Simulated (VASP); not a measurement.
Input of a VASP 6.6.1 run:

Contents of INCAR:

```
PREC = Accurate ; ENCUT = 520
EDIFF = 1E-6 ; ISMEAR = 0
SIGMA = 0.15 ; LREAL = F
LASPH = T ; NELM = 60
ALGO = Fast ; ISIF = 2
LWAVE = F ; LCHARG = F
GGA = PS ; IVDW = 12
NBANDS = 14
```

KPOINTS

```
regular mesh
0
Gamma
  18 18 18
```

POSCAR

```
Bi
1.0
   -1.7801920508      1.7801920508      2.0671590094
    1.7801920508     -1.7801920508      2.0671590094
    1.7801920508      1.7801920508     -2.0671590094
Bi
1
Direct
    0.0000000000      0.0000000000      0.0000000000
```

Potentials or basis: VASP PAW PBE potentials, release 64 (Bi_d).

Launch:

```bash
$ cat potpaw_PBE.64/Bi_d/POTCAR > POTCAR
$ mpirun -np 1 vasp_std > vasp.out
```

**Question.** Predict the dispersion energy per atom.

**Answer.** -0.627 eV.

**Question.** Predict the pressure.

**Answer.** 7.4 GPa.

**Question.** Predict the band gap on the k mesh.

**Answer.** Zero (an odd number of electrons rules out a gap without spin polarisation).

Stress tensor (GPa, compression positive):
```
8.26 0.00 0.00
0.00 8.26 0.00
0.00 0.00 5.69
```

Caveat: the cell stands under pressure; the PAW data sets were made with another functional, which shifts forces and pressure a little; spin-orbit coupling is left out, which moves the levels of the heavy elements.
